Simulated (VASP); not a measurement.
# BaF2 (Fm-3m) in VASP: single point with PBE

Aim: the single point of BaF2 with PBE.

Program: VASP 6.6.1. These are calculated values, not measurements. Logs are shortened: lines on timing, memory, paths and dates and some standing lists are left out, and cuts for length are marked.

## Step 1: The cell of the first run

Symmetry: Fm-3m, No. 225, cubic system. Conventional cell: a = 6.696 Å, b = 6.696 Å, c = 6.696 Å, α = 90.00°, β = 90.00°, γ = 90.00°. Ba (site symmetry m-3m) has 8 F at 2.90 Å within 3.8 Å. F (site symmetry -43m) has 4 Ba at 2.90 Å and 6 F at 3.35 Å within 3.8 Å.

## Step 2: Single point, PBE (strain +0.080 along x and y, +0.080 along z)

INCAR

```
PREC     = Accurate       # precision mode
ENCUT    = 600            # plane-wave cutoff, eV
EDIFF    = 1E-6           # SCF threshold, eV
ISMEAR   = 0              # smearing method
SIGMA    = 0.05           # smearing width, eV
LREAL    = F              # projectors in reciprocal space
LASPH    = T              # aspherical terms in the spheres
NELM     = 120            # most SCF steps
ALGO     = Normal         # electronic algorithm
ISIF     = 2              # what is computed and relaxed
LWAVE    = F              # write WAVECAR
LCHARG   = F              # write CHGCAR
GGA      = PE             # functional
NBANDS   = 19             # bands
GGA_COMPAT= F
```

KPOINTS

```
Automatic mesh
0
Gamma
  6 6 6
```

POSCAR

```
BaF2
1.0
    0.0000000000      3.3480540000      3.3480540000
    3.3480540000      0.0000000000      3.3480540000
    3.3480540000      3.3480540000      0.0000000000
Ba F
1 2
Direct
    0.0000000000      0.0000000000      0.0000000000
    0.2500000000      0.2500000000      0.2500000000
    0.7500000000      0.7500000000      0.7500000000
```

Potentials or basis: VASP PAW PBE potentials, release 64 (Ba_sv, F).

The run is started by

```
$ cat potpaw_PBE.64/Ba_sv/POTCAR potpaw_PBE.64/F/POTCAR > POTCAR
$ mpirun -np 1 vasp_std > vasp.out
```

OUTCAR:

```text
PREC = Accurate
   ENCUT = 600
   EDIFF = 1E-6
   ISMEAR = 0
   LREAL = F
   LASPH = T
   NELM = 120
   ISIF = 2
   GGA = PE

 ion  position               nearest neighbor table
   1  0.000  0.000  0.000-   2 2.90   3 2.90   3 2.90   3 2.90   3 2.90   2 2.90   2 2.90   2 2.90

   2  0.250  0.250  0.250-   1 2.90   1 2.90   1 2.90   1 2.90
   3  0.750  0.750  0.750-   1 2.90   1 2.90   1 2.90   1 2.90

  LATTYP: Found a face centered cubic cell.
 ALAT       =     6.6961080000

  Lattice vectors:

 A1 = (   0.0000000000,   3.3480540000,   3.3480540000)
 A2 = (   3.3480540000,   0.0000000000,   3.3480540000)
 A3 = (   3.3480540000,   3.3480540000,   0.0000000000)

Analysis of symmetry for initial positions (statically):
=====================================================================
 Subroutine PRICEL returns:
 Original cell was already a primitive cell.

 Routine SETGRP: Setting up the symmetry group for a
 face centered cubic supercell.

 Subroutine GETGRP returns: Found 48 space group operations
 (whereof 48 operations were pure point group operations)
 out of a pool of 48 trial point group operations.

The static configuration has the point symmetry O_h .

Analysis of symmetry for dynamics (positions and initial velocities):
=====================================================================
 Subroutine PRICEL returns:
 Original cell was already a primitive cell.

 Routine SETGRP: Setting up the symmetry group for a
 face centered cubic supercell.

 Subroutine GETGRP returns: Found 48 space group operations
 (whereof 48 operations were pure point group operations)
 out of a pool of 48 trial point group operations.

The dynamic configuration has the point symmetry O_h .

 Subroutine INISYM returns: Found 48 space group operations
 (whereof 48 operations are pure point group operations),
 and found     1 'primitive' translations

----------------------------------------------------------------------------------------

                                     Primitive cell

  volume of cell :      75.0598

  direct lattice vectors                    reciprocal lattice vectors
     0.000000000  3.348054000  3.348054000    -0.149340483  0.149340483  0.149340483
[... 73 lines left out ...]
   ISPIN  =      1    spin polarized calculation?
   LNONCOLLINEAR =      F non collinear calculations
   LSORBIT =      F    spin-orbit coupling
   LASPH  =      T    aspherical Exc in radial PAW
   ENCUT  =  600.0 eV  44.10 Ry    6.64 a.u.   9.46  9.46  9.46*2*pi/ulx,y,z
   NELM   =    120;   NELMIN=  2; NELMDL= -5     # of ELM steps
   EDIFF  = 0.1E-05   stopping-criterion for ELM
   LREAL  =      F    real-space projection
   EDIFFG = 0.1E-04   stopping-criterion for IOM
   NSW    =      0    number of steps for IOM
   IBRION =     -1    ionic relax: 0-MD 1-quasi-New 2-CG
   NFREE  =      0    steps in history (QN), initial steepest desc. (CG)
   ISIF   =      2    stress and relaxation
   ISYM   =      2    0-nonsym 1-usesym 2-fastsym
   POTIM  = 0.5000    time-step for ionic-motion
   TEBEG  =    0.0;   TEEND  =   0.0 temperature during run
   PSTRESS=    0.0 pullay stress
   NELECT =      24.0000    total number of electrons
   NUPDOWN=      -1.0000    fix difference up-down
   EMIN   =  10.00;   EMAX   =-10.00  energy-range for DOS
   EFERMI =   0.00;   METHOD = LEGACY
   ISMEAR =     0;   SIGMA  =   0.05  broadening in eV -4-tet -1-fermi 0-gaus
   EFERMI_NEDOS =   21; number of points for ismear=-14 and -15
   IALGO  =     38    algorithm
   IMIX   =      4    mixing-type and parameters
     AMIX     =   0.40;   BMIX     =  1.00
     AMIX_MAG =   1.60;   BMIX_MAG =  1.00
  volume/ion in A,a.u.               =      25.02       168.84
  Fermi-wavevector in a.u.,A,eV,Ry     =   1.119462  2.115477 17.050763  1.253196
  Thomas-Fermi vector in A             =   2.256101
   LORBIT       =      0    0 simple, 1 ext, 2 COOP (PROOUT), +10 PAW based schemes
   GGA     = PE    functional components
   LHFCALC =     F    Hartree Fock is set to
   AEXX    =    0.0000 exact exchange contribution
   IVDW    =     0    specifies the selected vdW correction
   LEPSILON=     F    determine dielectric tensor
   LRPA    =     F    only Hartree local field effects (RPA)
 non-spin polarized calculation
 Gauss-broadening in eV      SIGMA  =   0.05
  energy-cutoff  :      600.00
  volume of cell :       75.06
 maximum number of plane-waves:      2541
 NGX is ok and might be reduce to    40
   NGX = 19   NGY = 19   NGZ = 19

 number of electron      23.9999995 magnetization

 Free energy of the ion-electron system (eV)
  ---------------------------------------------------
  ext. energy  EPLUGINS =         0.00000000
  ---------------------------------------------------
  free energy    TOTEN  =       -16.82785195 eV

  energy without entropy =      -16.82785195  energy(sigma->0) =      -16.82785195

 E-fermi :  -2.5654     XC(G=0):  -7.6961

 val. band max:       -2.8054691595   @ k =   0.5000   0.5000   0.0000
 cond. band min:       2.9595723586   @ k =   0.0000   0.0000   0.0000
 fundamental gap:      5.7650415181
 Fermi energy:        -2.5653994787

 k-point     1 :       0.0000    0.0000    0.0000
  band No.  band energies     occupation
      1     -26.7990      2.00000
      2     -21.5640      2.00000
      3     -21.4844      2.00000
      4     -11.7947      2.00000
      5     -11.7947      2.00000
      6     -11.7947      2.00000
[... 329 lines left out ...]
      6     -11.8021      2.00000
[... 11 lines left out ...]
     18       9.2837      0.00000
     19       9.3678      0.00000

------------------------ aborting loop because EDIFF is reached ----------------------------------------

  FORCE on cell =-STRESS in cart. coord.  units (eV):
  Direction    XX          YY          ZZ          XY          YZ          ZX
  --------------------------------------------------------------------------------------
  -------------------------------------------------------------------------------------
  Total       -3.0900060     -3.0900060     -3.0900060      0.0000000     -0.0000000     -0.0000000
  in kB      -65.9572519    -65.9572519    -65.9572519      0.0000000     -0.0000000     -0.0000000
  external PRESSURE =     -65.9572519 kB  Pullay stress =       0.0000000 kB

 VOLUME and BASIS-vectors are now :
 -----------------------------------------------------------------------------
  energy-cutoff  :      600.00
  volume of cell :       75.06
      direct lattice vectors                 reciprocal lattice vectors
     0.000000000  3.348054000  3.348054000    -0.149340483  0.149340483  0.149340483
     3.348054000  0.000000000  3.348054000     0.149340483 -0.149340483  0.149340483
     3.348054000  3.348054000  0.000000000     0.149340483  0.149340483 -0.149340483

 POSITION                                       TOTAL-FORCE (eV/Angst)
 -----------------------------------------------------------------------------------
      0.00000      0.00000      0.00000        -0.000000      0.000000      0.000000
      1.67403      1.67403      1.67403         0.000000     -0.000000      0.000000
      5.02208      5.02208      5.02208        -0.000000      0.000000     -0.000000
 -----------------------------------------------------------------------------------
    total drift:                                0.000000     -0.000000      0.000000

  FREE ENERGIE OF THE ION-ELECTRON SYSTEM (eV)
  ---------------------------------------------------
  free  energy   TOTEN  =       -16.8278519468 eV

  energy  without entropy=      -16.8278519468  energy(sigma->0) =      -16.82785195
```

Wall time 69 s (1 thread of AMD EPYC 7R13, shared host); peak memory 0.21 GiB.

What came out:

* Free energy: -16.8279 eV
* Pressure: -6.6 GPa
* Band gap on the k mesh: 5.77 eV, indirect (least direct gap 5.78 eV)

Caveat: the cell differs from its parent crystal (strain +0.080 along x and y, +0.080 along z); spin-orbit coupling is left out, which moves the levels of the heavy elements. A k mesh can miss the band edges.
